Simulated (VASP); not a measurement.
# Ta2NbN3 (P-62m) in VASP: a series of runs

Runs on Ta2NbN3. Level: PBE. Tasks: single point, relaxation of cell and atoms.

Program: VASP 6.6.1. These are calculated values, not measurements. Logs are shortened: lines on timing, memory, paths and dates and some standing lists are left out, and cuts for length are marked.

## Step 1: The cell of the first run

Symmetry: P-62m, No. 189, hexagonal system. Conventional cell: a = 5.228 Å, b = 5.228 Å, c = 2.919 Å, α = 90.00°, β = 90.00°, γ = 120.00°. Within 2.9 Å of Ta (site symmetry -6) lie 6 N at 2.17 Å. Within 2.7 Å of Nb (site symmetry -62m) lie 3 N at 2.06 Å. Within 2.7 Å of N (site symmetry m2m) lie 1 Nb at 2.06 Å and 4 Ta at 2.17 Å.

## Step 2: Single point, PBE

File INCAR:

```
  PREC = Accurate
  ENCUT = 520
  EDIFF = 1E-6
  ISMEAR = 0
  SIGMA = 0.1
  LREAL = False
  LASPH = True
  NELM = 60
  ALGO = Normal
  ISIF = 2
  LWAVE = False
  LCHARG = False
  GGA = PE
  NBANDS = 34
```

File KPOINTS:

```
regular mesh
0
Gamma
  6 6 10
```

File POSCAR:

```
Ta2NbN3
1.0
    5.2280154039      0.0000000000      0.0000000000
   -2.6140077020      4.5275941511      0.0000000000
    0.0000000000      0.0000000000      2.9187374185
Ta Nb N
2 1 3
Direct
    0.3333333333      0.6666666667      0.5000000000
    0.6666666667      0.3333333333      0.5000000000
    0.0000000000      0.0000000000      0.0000000000
    0.3946437177      0.0000000000      0.0000000000
    0.0000000000      0.3946437177      0.0000000000
    0.6053562823      0.6053562823      0.0000000000
```

Potentials or basis: VASP PAW PBE potentials, release 64 (Ta_pv, Nb_sv, N).

Command:

```console
$ cat potpaw_PBE.64/Ta_pv/POTCAR potpaw_PBE.64/Nb_sv/POTCAR potpaw_PBE.64/N/POTCAR > POTCAR
$ mpirun -np 1 vasp_std > vasp.out
```

OUTCAR:

```text
PREC = Accurate
   ENCUT = 520
   EDIFF = 1E-6
   ISMEAR = 0
   LREAL = False
   LASPH = True
   NELM = 60
   ISIF = 2
   GGA = PE

 ion  position               nearest neighbor table
   1  0.333  0.667  0.500-   4 2.17   4 2.17   5 2.17   5 2.17   6 2.17   6 2.17   2 3.02   2 3.02
                             2 3.02
   2  0.667  0.333  0.500-   5 2.17   5 2.17   4 2.17   4 2.17   6 2.17   6 2.17   1 3.02   1 3.02
                             1 3.02
   3  0.000  0.000  0.000-   6 2.06   5 2.06   4 2.06
   4  0.395  0.000  0.000-   3 2.06   1 2.17   1 2.17   2 2.17   2 2.17
   5  0.000  0.395  0.000-   3 2.06   2 2.17   2 2.17   1 2.17   1 2.17
   6  0.605  0.605  0.000-   3 2.06   2 2.17   2 2.17   1 2.17   1 2.17

  LATTYP: Found a hexagonal cell.
 ALAT       =     5.2280154039
 C/A-ratio  =     0.5582878383

  Lattice vectors:

 A1 = (   5.2280154039,   0.0000000000,   0.0000000000)
 A2 = (  -2.6140077020,   4.5275941511,   0.0000000000)
 A3 = (   0.0000000000,   0.0000000000,   2.9187374185)

Analysis of symmetry for initial positions (statically):
=====================================================================
 Subroutine PRICEL returns:
 Original cell was already a primitive cell.

 Routine SETGRP: Setting up the symmetry group for a
 hexagonal supercell.

 Subroutine GETGRP returns: Found 12 space group operations
 (whereof 12 operations were pure point group operations)
 out of a pool of 24 trial point group operations.

The static configuration has the point symmetry D_3h.

Analysis of symmetry for dynamics (positions and initial velocities):
=====================================================================
 Subroutine PRICEL returns:
 Original cell was already a primitive cell.

 Routine SETGRP: Setting up the symmetry group for a
 hexagonal supercell.

 Subroutine GETGRP returns: Found 12 space group operations
 (whereof 12 operations were pure point group operations)
 out of a pool of 24 trial point group operations.

The dynamic configuration has the point symmetry D_3h.

 Subroutine INISYM returns: Found 12 space group operations
 (whereof 12 operations are pure point group operations),
 and found     1 'primitive' translations

----------------------------------------------------------------------------------------

                                     Primitive cell

  volume of cell :      69.0875

  direct lattice vectors                    reciprocal lattice vectors
     5.228015404  0.000000000  0.000000000     0.191277172  0.110433927  0.000000000
    -2.614007702  4.527594151  0.000000000     0.000000000  0.220867853  0.000000000
     0.000000000  0.000000000  2.918737419     0.000000000  0.000000000  0.342613897

  length of vectors
     5.228015404  5.228015404  2.918737419     0.220867853  0.220867853  0.342613897

  position of ions in fractional coordinates (direct lattice)
     0.333333333  0.666666667  0.500000000
     0.666666667  0.333333333  0.500000000
     0.000000000  0.000000000  0.000000000
     0.394643718  0.000000000  0.000000000
     0.000000000  0.394643718  0.000000000
     0.605356282  0.605356282  0.000000000

  ion indices of the primitive-cell ions
   primitive index   ion index
                 1           1
                 2           2
                 3           3
                 4           4
                 5           5
                 6           6

----------------------------------------------------------------------------------------

 KPOINTS: regular mesh

Automatic generation of k-mesh.
 Grid dimensions read from file:
 generate k-points for:    6    6   10

 Generating k-lattice:

  Cartesian coordinates                     Fractional coordinates (reciprocal lattice)
     0.031879529  0.018405654  0.000000000     0.166666667  0.000000000  0.000000000
     0.000000000  0.036811309  0.000000000     0.000000000  0.166666667  0.000000000
     0.000000000  0.000000000  0.034261390     0.000000000  0.000000000  0.100000000

  Length of vectors
     0.036811309  0.036811309  0.034261390

  Shift w.r.t. Gamma in fractional coordinates (k-lattice)
     0.000000000  0.000000000  0.000000000

 Subroutine IBZKPT returns following result:
 ===========================================

 Found     42 irreducible k-points:

 Following reciprocal coordinates:
            Coordinates               Weight
  0.000000  0.000000  0.000000      1.000000
  0.166667 -0.000000  0.000000      6.000000
  0.333333 -0.000000  0.000000      6.000000
  0.500000  0.000000  0.000000      3.000000
  0.166667  0.166667  0.000000      6.000000
  0.333333  0.166667  0.000000     12.000000
[... 16 lines left out ...]
  0.166667 -0.000000  0.300000     12.000000
  0.333333 -0.000000  0.300000     12.000000
 [... further k-points ...]
   k-points           NKPTS =     42   k-points in BZ     NKDIM =     42   number of bands    NBANDS=     34
   number of dos      NEDOS =    301   number of ions     NIONS =      6
   total plane-waves  NPLWV =  38400
   dimension x,y,z NGX =    40 NGY =   40 NGZ =   24
   dimension x,y,z NGXF=    80 NGYF=   80 NGZF=   48
   ions per type =               2   1   3
   NGX,Y,Z   is equivalent  to a cutoff of  12.72, 12.72, 13.67 a.u.
   NGXF,Y,Z  is equivalent  to a cutoff of  25.44, 25.44, 27.34 a.u.
 SYSTEM =  unknown system
   PREC   = accura    normal or accurate (medium, high low for compatibility)
   ISTART =      0    job   : 0-new  1-cont  2-samecut
   ICHARG =      2    charge: 1-file 2-atom 10-const
   ISPIN  =      1    spin polarized calculation?
   LNONCOLLINEAR =      F non collinear calculations
   LSORBIT =      F    spin-orbit coupling
   LASPH  =      T    aspherical Exc in radial PAW
   ENCUT  =  520.0 eV  38.22 Ry    6.18 a.u.   9.72  9.72  5.43*2*pi/ulx,y,z
   NELM   =     60;   NELMIN=  2; NELMDL= -5     # of ELM steps
   EDIFF  = 0.1E-05   stopping-criterion for ELM
   LREAL  =      F    real-space projection
   EDIFFG = 0.1E-04   stopping-criterion for IOM
   NSW    =      0    number of steps for IOM
   IBRION =     -1    ionic relax: 0-MD 1-quasi-New 2-CG
   NFREE  =      0    steps in history (QN), initial steepest desc. (CG)
   ISIF   =      2    stress and relaxation
   ISYM   =      2    0-nonsym 1-usesym 2-fastsym
   POTIM  = 0.5000    time-step for ionic-motion
   TEBEG  =    0.0;   TEEND  =   0.0 temperature during run
   PSTRESS=    0.0 pullay stress
   NELECT =      50.0000    total number of electrons
   NUPDOWN=      -1.0000    fix difference up-down
   EMIN   =  10.00;   EMAX   =-10.00  energy-range for DOS
   EFERMI =   0.00;   METHOD = LEGACY
   ISMEAR =     0;   SIGMA  =   0.10  broadening in eV -4-tet -1-fermi 0-gaus
   EFERMI_NEDOS =   21; number of points for ismear=-14 and -15
   IALGO  =     38    algorithm
   IMIX   =      4    mixing-type and parameters
     AMIX     =   0.40;   BMIX     =  1.00
     AMIX_MAG =   1.60;   BMIX_MAG =  1.00
  volume/ion in A,a.u.               =      11.51        77.70
  Fermi-wavevector in a.u.,A,eV,Ry     =   1.469823  2.777563 29.393750  2.160380
  Thomas-Fermi vector in A             =   2.585154
   LORBIT       =      0    0 simple, 1 ext, 2 COOP (PROOUT), +10 PAW based schemes
   GGA     = PE    functional components
   LHFCALC =     F    Hartree Fock is set to
   AEXX    =    0.0000 exact exchange contribution
   IVDW    =     0    specifies the selected vdW correction
   LEPSILON=     F    determine dielectric tensor
   LRPA    =     F    only Hartree local field effects (RPA)
 non-spin polarized calculation
 Gauss-broadening in eV      SIGMA  =   0.10
  energy-cutoff  :      520.00
  volume of cell :       69.09
 maximum number of plane-waves:      1895
 NGX is ok and might be reduce to    40
   NGX = 19   NGY = 19   NGZ = 11

 number of electron      50.0000000 magnetization

 Free energy of the ion-electron system (eV)
  ---------------------------------------------------
  ext. energy  EPLUGINS =         0.00000000
  ---------------------------------------------------
  free energy    TOTEN  =       -65.93876971 eV

  energy without entropy =      -65.93519804  energy(sigma->0) =      -65.93698388

 E-fermi :   9.5423     XC(G=0): -12.8953

 val. band max:        9.5214704506   @ k =   0.1667  -0.0000   0.2000
 cond. band min:       9.7605816667   @ k =   0.3333  -0.0000   0.2000
 fundamental gap:      0.2391112162
 Fermi energy:         9.5423416193

 k-point     1 :       0.0000    0.0000    0.0000
  band No.  band energies     occupation
      1     -46.2884      2.00000
      2     -26.6055      2.00000
      3     -26.6055      2.00000
      4     -26.2160      2.00000
      5     -26.2160      2.00000
      6     -26.0992      2.00000
[... 26 lines left out ...]
     33      12.2917      0.00000
     34      12.2917      0.00000

 k-point     2 :       0.1667   -0.0000    0.0000
  band No.  band energies     occupation
      1     -46.2884      2.00000
      2     -26.6152      2.00000
      3     -26.5881      2.00000
      4     -26.2331      2.00000
      5     -26.2060      2.00000
      6     -26.0934      2.00000
[... 26 lines left out ...]
     33      12.5159      0.00000
     34      12.6369      0.00000

 k-point     3 :       0.3333   -0.0000    0.0000
  band No.  band energies     occupation
      1     -46.2884      2.00000
      2     -26.6335      2.00000
      3     -26.5413      2.00000
      4     -26.2804      2.00000
      5     -26.1875      2.00000
      6     -26.0785      2.00000
[... 26 lines left out ...]
     33      13.0446      0.00000
     34      13.3834      0.00000
[... 704 lines left out ...]
 k-point    23 :       0.1667   -0.0000    0.3000
  band No.  band energies     occupation
      1     -46.2363      2.00000
      2     -26.6389      2.00000
      3     -26.5240      2.00000
      4     -26.5097      2.00000
      5     -26.4917      2.00000
      6     -26.1677      2.00000
[... 26 lines left out ...]
     33      12.8794      0.00000
     34      13.9698      0.00000

 k-point    24 :       0.3333   -0.0000    0.3000
  band No.  band energies     occupation
      1     -46.2362      2.00000
      2     -26.6180      2.00000
      3     -26.5391      2.00000
      4     -26.5296      2.00000
      5     -26.4522      2.00000
      6     -26.2128      2.00000
[... 26 lines left out ...]
     33      12.9781      0.00000
     34      14.4433      0.00000

 [... further k-points ...]
[... 5 lines left out ...]
  --------------------------------------------------------------------------------------
  -------------------------------------------------------------------------------------
  Total        0.0936452      0.0936452      0.2348651     -0.0000000      0.0000000      0.0000000
  in kB        2.1716856      2.1716856      5.4466524     -0.0000000      0.0000000      0.0000000
  external PRESSURE =       3.2633412 kB  Pullay stress =       0.0000000 kB

 VOLUME and BASIS-vectors are now :
 -----------------------------------------------------------------------------
  energy-cutoff  :      520.00
  volume of cell :       69.09
      direct lattice vectors                 reciprocal lattice vectors
     5.228015404  0.000000000  0.000000000     0.191277172  0.110433927  0.000000000
    -2.614007702  4.527594151  0.000000000     0.000000000  0.220867853  0.000000000
     0.000000000  0.000000000  2.918737419     0.000000000  0.000000000  0.342613897

 POSITION                                       TOTAL-FORCE (eV/Angst)
 -----------------------------------------------------------------------------------
     -0.00000      3.01840      1.45937         0.000000      0.000000      0.000000
      2.61401      1.50920      1.45937         0.000000      0.000000      0.000000
      0.00000      0.00000      0.00000         0.000000      0.000000      0.000000
      2.06320      0.00000      0.00000        -0.048850      0.000000      0.000000
     -1.03160      1.78679      0.00000         0.024425     -0.042306      0.000000
      1.58241      2.74081      0.00000         0.024425      0.042306      0.000000
 -----------------------------------------------------------------------------------
    total drift:                               -0.000000     -0.000001     -0.000000

  FREE ENERGIE OF THE ION-ELECTRON SYSTEM (eV)
  ---------------------------------------------------
  free  energy   TOTEN  =       -65.9387697117 eV

  energy  without entropy=      -65.9351980432  energy(sigma->0) =      -65.93698388
```

Wall time 56 s (1 thread of AMD EPYC 9R45 (Zen 5), shared host); peak memory 0.21 GiB.

What came out:

| Property | Result |
| --- | --- |
| Free energy | -65.9388 eV |
| Pressure | 0.3 GPa |
| Largest force | 0.049 eV/Å |
| Band gap on the k mesh | zero (band 25 reaches 11.25 eV, above the bottom of band 26 at 8.48 eV) |

Forces on the atoms (eV/Å):
```
Ta   0.000  0.000  0.000
Ta   0.000  0.000  0.000
Nb   0.000  0.000  0.000
N   -0.049  0.000  0.000
N    0.024 -0.042  0.000
N    0.024  0.042  0.000
```

Stress tensor (GPa, compression positive):
```
0.22 0.00 0.00
0.00 0.22 0.00
0.00 0.00 0.54
```

Levels at points of the mesh, in eV from the Fermi level:
```
           k point  band 22  band 23  band 24  band 25  band 26  band 27  band 28  band 29
(0.00, 0.00, 0.00)    -4.05    -3.16    -1.47    -0.90    -0.90     0.53     0.53     1.88
(0.50, 0.00, 0.00)    -3.74    -3.44    -2.61    -2.49     1.25     1.82     1.83     1.99
(0.00, 0.00, 0.50)    -3.86    -2.78    -2.78     1.70     1.70     1.89     1.89     2.17
(0.50, 0.00, 0.50)    -3.83    -3.11    -1.70    -1.02     0.58     1.16     3.02     3.13
```

Caveat: spin-orbit coupling is left out, which moves the levels of the heavy elements.

[end of part 1 of 3]
